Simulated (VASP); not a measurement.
Crystal: Ag.

```xyz
2
Lattice="2.9300 0.0000 0.0000 -1.4650 2.5375 0.0000 0.0000 0.0000 4.7900" Properties=species:S:1:pos:R:3 pbc="T T T"
Ag   -0.1093    1.7452    1.2953
Ag    1.4263    0.9729    3.6262
```

| Quantity | Value |
| --- | --- |
| Program | VASP 6.6.1 |
| Task | relaxation of cell and atoms |
| Functional | RPBE |
| Potentials or basis | VASP PAW PBE potentials, release 64 (Ag) |
| Cutoff | 600 eV |
| k mesh | 9 × 9 × 5 |
| Occupations | fermi-dirac, width 0.05 eV |
| Spin | no spin polarisation |

At the start: pressure 4.1 GPa; volume 17.81 Å³/atom.

Task: How do energy, volume and symmetry change on relaxing?

Result: Over 16 steps the energy falls by 17.9 meV/atom and the volume is 18.63 Å³/atom (+4.6 %); space group P6_3/mmc (No. 194, to 0.05 Å).

The path:
```tsv
step	energy change (eV)	largest force (eV/Å)	pressure (GPa)	volume (Å³)
1	0.0000	0.3669	4.09	35.61
2	-0.0275	0.1266	-1.40	38.00
3	-0.0292	0.1630	-0.47	37.51
4	-0.0322	0.1062	-0.19	37.34
5	-0.0334	0.0515	0.21	37.15
6	-0.0340	0.0452	-0.07	37.26
7	-0.0342	0.0473	-0.21	37.33
8	-0.0342	0.0496	-0.26	37.36
9	-0.0347	0.0488	-0.03	37.25
10	-0.0348	0.0497	0.26	37.10
11	-0.0351	0.0401	0.21	37.12
12	-0.0355	0.0155	0.06	37.20
13	-0.0357	0.0101	-0.09	37.24
14	-0.0357	0.0086	-0.08	37.25
15	-0.0357	0.0057	-0.14	37.27
16	-0.0357	0.0071	-0.06	37.26
```

Final structure:
```
Ag
1.0
     2.96231   -0.00059    0.00165
    -1.48165    2.56409    0.00063
     0.00275    0.00285    4.90602
Ag
2
Direct
  0.32562 0.70093 0.26358
  0.65947 0.37026 0.76387
```

Caveat: the PAW data sets were made with another functional, which shifts forces and pressure a little.
